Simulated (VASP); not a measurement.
Ga: relaxation of cell and atoms with PBE

The system is Ga.

```
Ga
1.0
    -1.68099    1.68099    1.68099
     1.68099   -1.68099    1.68099
     1.68099    1.68099   -1.68099
Ga
1
Direct
  0.00000 0.00000 0.00000
```

```
Program                : VASP 6.6.1
Task                   : relaxation of cell and atoms
Functional             : PBE
Potentials or basis    : VASP PAW PBE potentials, release 64 (Ga_d)
Cutoff                 : 600 eV
k mesh                 : 18 × 18 × 18
Occupations            : fermi-dirac, width 0.1 eV
Spin                   : no spin polarisation
Dipole correction      : no
Further INCAR settings : ALGO = Normal; EDIFF = 1e-06; IBRION = 2; EDIFFG = -0.005; NSW = 60; ISIF = 3
```

```
Relaxed volume                         : 19.19 Å³/atom
Relaxed cell                           : a = 2.921 Å, b = 2.921 Å, c = 2.921 Å, α = 109.47°, β = 109.47°, γ = 109.47°
Space group after relaxing (to 0.05 Å) : Im-3m (No. 229)
Energy gained by relaxing              : 0.3 meV/atom
Ionic steps                            : 25
Pressure after relaxing                : 0.0 GPa
```

Step by step:
```tsv
step	energy change (eV)	largest force (eV/Å)	pressure (GPa)	volume (Å³)
1	0.0000	0.0000	0.51	19.00
2	-0.0003	0.0000	-0.12	19.17
3	-0.0003	0.0000	0.15	19.15
4	-0.0003	0.0000	0.11	19.16
5	-0.0003	0.0000	-0.07	19.16
6	-0.0003	0.0000	0.19	19.14
7	-0.0003	0.0000	0.10	19.16
8	-0.0003	0.0000	0.11	19.16
9	-0.0003	0.0000	0.15	19.16
10	-0.0003	0.0000	0.09	19.16
11	-0.0003	0.0000	0.09	19.16
12	-0.0003	0.0000	0.10	19.16
13	-0.0003	0.0000	0.10	19.16
14	-0.0003	0.0000	0.10	19.16
15	-0.0003	0.0000	0.11	19.16
16	-0.0003	0.0000	0.11	19.16
17	-0.0003	0.0000	0.11	19.16
18	-0.0003	0.0000	0.11	19.16
19	-0.0003	0.0000	0.11	19.16
20	-0.0003	0.0000	0.11	19.16
21	-0.0003	0.0000	0.11	19.16
22	-0.0003	0.0000	0.11	19.16
23	-0.0003	0.0000	0.11	19.16
24	-0.0003	0.0000	0.06	19.18
25	-0.0003	0.0000	0.01	19.19
```

Final structure:
```
Ga
1.0
    -1.68664    1.68664    1.68664
     1.68664   -1.68664    1.68664
     1.68664    1.68664   -1.68664
Ga
1
Cartesian
  0.0000 0.0000 0.0000
```

Levels at points of the mesh, in eV from the Fermi level:
```
           k point  band 3  band 4  band 5  band 6  band 7  band 8  band 9  band 10
(0.00, 0.00, 0.00)  -14.93  -14.75  -14.75  -10.92   12.35   12.35   12.35    16.99
(0.50, 0.00, 0.00)  -14.76  -14.75  -14.64   -4.50   -3.67    6.91    8.93    11.34
(0.50, 0.50, 0.50)  -14.67  -14.67  -14.67    1.30    1.60    1.60    1.60     5.73
```

Run time: 2.7 min on 1 thread of Intel(R) Xeon(R) Platinum 8488C (Sapphire Rapids), with other jobs on the host, peak memory 0.19 GiB.
